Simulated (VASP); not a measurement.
Crystal: Ga.

```
Ga
1.0
     2.23094   -3.77873    0.00000
     2.23094    3.77873    0.00000
     0.00000    0.00000    4.46286
Ga
4
Direct
  0.34510 0.65490 0.41900
  0.15490 0.84510 0.91900
  0.65490 0.34510 0.58100
  0.84510 0.15490 0.08100
```

Base run:

```yaml
Program: VASP 6.6.1
Functional: PBEsol
Potentials_or_basis: VASP PAW PBE potentials, release 64 (Ga_d)
Cutoff: 520 eV
k_mesh: 7 × 7 × 6
Occupations: fermi-dirac, width 0.05 eV
Spin: no spin polarisation
```

Its results: band gap on the k mesh zero (band 26 reaches 5.66 eV, above the bottom of band 27 at 4.34 eV); pressure 0.8 GPa; largest force 0.123 eV/Å.

After a change of settings the same cell gave: band gap on the k mesh zero (band 26 reaches 5.82 eV, above the bottom of band 27 at 4.52 eV); pressure 4.5 GPa; largest force 0.107 eV/Å. Which change was it?
A. functional from PBEsol to PBE
B. further incar settings from ALGO = Fast; EDIFF = 1e-06; NBANDS = 34 to ALGO = Fast; EDIFF = 1e-07; NBANDS = 34
C. functional from PBEsol to LDA; potentials or basis from VASP PAW PBE potentials, release 64 (Ga_d) to VASP PAW LDA potentials, release 64 (Ga_d)
D. functional from PBEsol to r2SCAN; further incar settings from ALGO = Fast; EDIFF = 1e-06; NBANDS = 34 to ALGO = Normal; EDIFF = 1e-06; NBANDS = 34

A.

PBE binds less tightly than PBEsol, so the same cell stands under more pressure.

Caveats: the PAW data sets were made with another functional, which shifts forces and pressure a little (some runs).
